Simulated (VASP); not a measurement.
# BeTeS4 (P-1) in VASP: single point with PBE

Aim: the single point of BeTeS4 with PBE.

All numbers are computed with VASP 6.6.1; they aren't measurements. Logs are shortened: lines on timing, memory, paths and dates and some standing lists are left out, and cuts for length are marked.

### Step 1. The cell of the first run

The typed cell holds 6 atoms: a = 4.111 Å, b = 5.065 Å, c = 7.578 Å, α = 105.51°, β = 95.90°, γ = 76.05°.

The cell was built from a structure type or drawn by symmetry, and may not be a known phase.

### Step 2. Single point, PBE

The input, INCAR:

```
SYSTEM = BeTeS4
  PREC = Accurate
  ENCUT = 600
  EDIFF = 1E-6
  ISMEAR = 0
  SIGMA = 0.15
  LREAL = .FALSE.
  LASPH = .TRUE.
  NELM = 120
  ALGO = Normal
  ISIF = 2
  LWAVE = .FALSE.
  LCHARG = .TRUE.
  GGA = PE
  LELF = .TRUE.
  LVHAR = .TRUE.
  NBANDS = 25
  GGA_COMPAT = .FALSE.
```

The input, KPOINTS:

```
Automatic mesh
0
G
  3 3 2
  0 0 0
```

The input, POSCAR:

```
BeTeS4
1.0
    4.0212733468      0.7115417295      0.4725322509
    0.3423086660      5.0521021981      0.1018669263
   -1.2693369419     -2.0897855555      7.1723475998
Be Te S
1 1 4
Direct
    0.5000000000      0.0000000000      0.5000000000
    0.0000000000      0.5000000000      0.5000000000
    0.2350854019      0.9305148742      0.7302430438
    0.7649145981      0.0694851258      0.2697569562
    0.2001970937      0.7523590243      0.2697546991
    0.7998029063      0.2476409757      0.7302453009
```

Potentials or basis: VASP PAW PBE potentials, release 64 (Be, Te, S).

Started as:

```
$ cat potpaw_PBE.64/Be/POTCAR potpaw_PBE.64/Te/POTCAR potpaw_PBE.64/S/POTCAR > POTCAR
$ mpirun -np 1 vasp_std > vasp.out
```

OUTCAR:

```text
SYSTEM = BeTeS4
   PREC = Accurate
   ENCUT = 600
   EDIFF = 1E-6
   ISMEAR = 0
   LREAL = .FALSE.
   LASPH = .TRUE.
   NELM = 120
   ISIF = 2
   GGA = PE

 ion  position               nearest neighbor table
   1  0.500  0.000  0.500-   3 2.29   4 2.29   5 2.30   6 2.30   2 2.85   2 2.85
   2  0.000  0.500  0.500-   5 2.71   6 2.71   3 2.71   4 2.71   1 2.85   1 2.85
   3  0.235  0.931  0.730-   6 2.10   1 2.29   2 2.71
   4  0.765  0.069  0.270-   5 2.10   1 2.29   2 2.71
   5  0.200  0.752  0.270-   4 2.10   1 2.30   2 2.71
   6  0.800  0.248  0.730-   3 2.10   1 2.30   2 2.71

  LATTYP: Found a triclinic cell.
 ALAT       =     5.7019855390
 B/A-ratio  =     0.8882362287
 C/A-ratio  =     1.8577870959
 COS(alpha) =     0.0041532034
 COS(beta)  =     0.5102699784
 COS(gamma) =     0.7144265276

  Lattice vectors:

 A1 = (  -3.6789646808,   4.3405604686,  -0.3706653246)
 A2 = (   0.3423086660,   5.0521021981,   0.1018669263)
 A3 = (  -6.7732097517,   0.6667020965,  -8.1174121016)

Analysis of symmetry for initial positions (statically):
=====================================================================
 Subroutine PRICEL returns:
 Original cell was already a primitive cell.

 Routine SETGRP: Setting up the symmetry group for a
 triclinic supercell.

 Subroutine GETGRP returns: Found  2 space group operations
 (whereof  2 operations were pure point group operations)
 out of a pool of  2 trial point group operations.

The static configuration has the point symmetry S_2 .

Analysis of symmetry for dynamics (positions and initial velocities):
=====================================================================
 Subroutine PRICEL returns:
 Original cell was already a primitive cell.

 Routine SETGRP: Setting up the symmetry group for a
 triclinic supercell.

 Subroutine GETGRP returns: Found  2 space group operations
 (whereof  2 operations were pure point group operations)
 out of a pool of  2 trial point group operations.

The dynamic configuration has the point symmetry S_2 .

 Subroutine INISYM returns: Found  2 space group operations
 (whereof  2 operations are pure point group operations),
 and found     1 'primitive' translations

----------------------------------------------------------------------------------------

                                     Primitive cell

[... 83 lines left out ...]
   EDIFF  = 0.1E-05   stopping-criterion for ELM
   LREAL  =      F    real-space projection
   EDIFFG = 0.1E-04   stopping-criterion for IOM
   NSW    =      0    number of steps for IOM
   IBRION =     -1    ionic relax: 0-MD 1-quasi-New 2-CG
   NFREE  =      0    steps in history (QN), initial steepest desc. (CG)
   ISIF   =      2    stress and relaxation
   ISYM   =      2    0-nonsym 1-usesym 2-fastsym
   POTIM  = 0.5000    time-step for ionic-motion
   TEBEG  =    0.0;   TEEND  =   0.0 temperature during run
   PSTRESS=    0.0 pullay stress
   NELECT =      32.0000    total number of electrons
   NUPDOWN=      -1.0000    fix difference up-down
   EMIN   =  10.00;   EMAX   =-10.00  energy-range for DOS
   EFERMI =   0.00;   METHOD = LEGACY
   ISMEAR =     0;   SIGMA  =   0.15  broadening in eV -4-tet -1-fermi 0-gaus
   EFERMI_NEDOS =   21; number of points for ismear=-14 and -15
   IALGO  =     38    algorithm
   IMIX   =      4    mixing-type and parameters
     AMIX     =   0.40;   BMIX     =  1.00
     AMIX_MAG =   1.60;   BMIX_MAG =  1.00
  volume/ion in A,a.u.               =      24.57       165.81
  Fermi-wavevector in a.u.,A,eV,Ry     =   0.983869  1.859244 13.170427  0.967999
  Thomas-Fermi vector in A             =   2.115060
   LORBIT       =      0    0 simple, 1 ext, 2 COOP (PROOUT), +10 PAW based schemes
   GGA     = PE    functional components
   LHFCALC =     F    Hartree Fock is set to
   AEXX    =    0.0000 exact exchange contribution
   IVDW    =     0    specifies the selected vdW correction
   LEPSILON=     F    determine dielectric tensor
   LRPA    =     F    only Hartree local field effects (RPA)
 non-spin polarized calculation
 Gauss-broadening in eV      SIGMA  =   0.15
  energy-cutoff  :      600.00
  volume of cell :      147.42
 maximum number of plane-waves:      4927
 NGX is ok and might be reduce to    36
   NGX = 17   NGY = 21   NGZ = 31

 number of electron      32.0000001 magnetization

 Free energy of the ion-electron system (eV)
  ---------------------------------------------------
  ext. energy  EPLUGINS =         0.00000000
  ---------------------------------------------------
  free energy    TOTEN  =       -23.64191462 eV

  energy without entropy =      -23.64191456  energy(sigma->0) =      -23.64191459

 E-fermi :   3.9993     XC(G=0):  -8.3810

 val. band max:        3.4812435468   @ k =  -0.0000   0.0000   0.5000
 cond. band min:       4.5225605743   @ k =  -0.0000   0.0000   0.5000
 fundamental gap:      1.0413170275
 Fermi energy:         3.9992765011

 k-point     1 :       0.0000    0.0000    0.0000
  band No.  band energies     occupation
      1     -12.3040      2.00000
      2     -11.5273      2.00000
      3      -7.6935      2.00000
      4      -7.6711      2.00000
      5      -6.9664      2.00000
      6      -2.0472      2.00000
[... 269 lines left out ...]
     24       9.8006      0.00000
     25      10.8966      0.00000

------------------------ aborting loop because EDIFF is reached ----------------------------------------

  FORCE on cell =-STRESS in cart. coord.  units (eV):
  Direction    XX          YY          ZZ          XY          YZ          ZX
  --------------------------------------------------------------------------------------
  -------------------------------------------------------------------------------------
  Total       -0.0821354     -0.6581308      0.1202408      0.4101022     -0.0174024     -0.0110792
  in kB       -0.8926455     -7.1525471      1.3067741      4.4569798     -0.1891290     -0.1204082
  external PRESSURE =      -2.2461395 kB  Pullay stress =       0.0000000 kB

 VOLUME and BASIS-vectors are now :
 -----------------------------------------------------------------------------
  energy-cutoff  :      600.00
  volume of cell :      147.42
      direct lattice vectors                 reciprocal lattice vectors
     4.021273347  0.711541730  0.472532251     0.247238091 -0.017531045  0.038647363
     0.342308666  5.052102198  0.101866926    -0.041316216  0.199710963  0.050877189
    -1.269336942 -2.089785555  7.172347600    -0.015701862 -0.001681452  0.136155583

 POSITION                                       TOTAL-FORCE (eV/Angst)
 -----------------------------------------------------------------------------------
      1.37597     -0.68912      3.82244        -0.000000      0.000000      0.000000
     -0.46351      1.48116      3.63711         0.000000      0.000000      0.000000
      0.33694      3.34228      5.44343        -0.121767      0.046454      0.004865
      2.75730      0.33158      2.30332         0.121767     -0.046454     -0.004865
      0.72018      3.37971      2.10601        -0.108212      0.051262     -0.033719
      2.37407      0.29414      5.64073         0.108212     -0.051262      0.033719
 -----------------------------------------------------------------------------------
    total drift:                                0.000000     -0.000000      0.000000

  FREE ENERGIE OF THE ION-ELECTRON SYSTEM (eV)
  ---------------------------------------------------
  free  energy   TOTEN  =       -23.6419146238 eV

  energy  without entropy=      -23.6419145604  energy(sigma->0) =      -23.64191459
```

stdout:

```text
POSCAR found type information on POSCAR BeTeS
 POSCAR found :  3 types and       6 ions
 scaLAPACK will be used
 LDA part: xc-table for (Slater+PW92), standard interpolation
 POSCAR, INCAR and KPOINTS ok, starting setup
 FFT: planning ... GRIDC
 FFT: planning ... GRID_SOFT
 FFT: planning ... GRID
 WAVECAR not read
 entering main loop
```

Run time: 29 s. Hardware: 1 thread of Intel Xeon 6975P-C (Granite Rapids), shared host; peak memory 0.29 GiB.

What came out:

| Property | Result |
| --- | --- |
| Free energy | -23.6419 eV |
| Pressure | -0.2 GPa |
| Largest force | 0.130 eV/Å |
| Band gap on the k mesh | 1.04 eV |

Forces in eV/Å, atoms in the order of the input:
```
Be   0.000  0.000  0.000
Te   0.000  0.000  0.000
S   -0.122  0.046  0.005
S    0.122 -0.046 -0.005
S   -0.108  0.051 -0.034
S    0.108 -0.051  0.034
```

Levels at points of the mesh, in eV from the valence-band top:
```
           k point  band 12  band 13  band 14  band 15  band 16  band 17  band 18  band 19  band 20  band 21
(0.00, 0.00, 0.00)    -2.82    -2.58    -2.21    -1.94    -0.11     1.07     2.21     2.73     3.02     3.48
(0.00, 0.00, 0.50)    -2.79    -2.66    -2.22    -1.94     0.00     1.04     2.21     2.72     3.03     4.07
```

Caveat: the k points lie up to 0.53 Å⁻¹ apart; spin-orbit coupling is left out, which moves the levels of the heavy elements; an odd mesh through Γ misses points on the zone boundary, where band edges can lie.
